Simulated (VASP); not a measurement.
A run of VASP 6.6.1:

The input INCAR:

```
PREC     = Accurate       # precision mode
ENCUT    = 520            # plane-wave cutoff, eV
EDIFF    = 1E-6           # SCF threshold, eV
ISMEAR   = -1             # smearing method
SIGMA    = 0.1            # smearing width, eV
LREAL    = F              # projectors in reciprocal space
LASPH    = T              # aspherical terms in the spheres
NELM     = 150            # most SCF steps
ALGO     = Normal         # electronic algorithm
ISIF     = 2              # what is computed and relaxed
LWAVE    = F              # write WAVECAR
LCHARG   = F              # write CHGCAR
ISPIN    = 2              # spin polarisation
MAGMOM   = 0.08 0.08 0.08 0.01 # initial moments
LORBIT   = 11             # projections on sites
LMAXMIX  = 4              # l up to which the mixer works
GGA      = PE             # functional
ISYM     = 0            
NBANDS   = 34             # bands
```

Contents of KPOINTS:

```
Automatic mesh
0
Gamma
  2 2 2
  0.25 0.25 0.25
```

Contents of POSCAR:

```
Ni3Bi
1.0
    3.8220070000      0.0000000000      0.0000000000
    0.0000000000      3.8220070000      0.0000000000
    0.0000000000      0.0000000000      3.8220070000
Ni Bi
3 1
Direct
    0.0000000000      0.5000000000      0.5000000000
    0.5000000000      0.0000000000      0.5000000000
    0.5000000000      0.5000000000      0.0000000000
    0.0000000000      0.0000000000      0.0000000000
```

Potentials or basis: VASP PAW PBE potentials, release 64 (Ni, Bi_d).

Run with:

```bash
$ cat potpaw_PBE.64/Ni/POTCAR potpaw_PBE.64/Bi_d/POTCAR > POTCAR
$ mpirun -np 1 vasp_std > vasp.out
```

Hardware: 1 thread of Intel(R) Xeon(R) 6975P-C (Granite Rapids) (shared host).

Problem. Estimate the wall time of this run.

Solution. Run time: 50 s on 1 thread of Intel(R) Xeon(R) 6975P-C (Granite Rapids) (shared host), peak memory 0.22 GiB. Counts: scf iterations 16, k points 32.
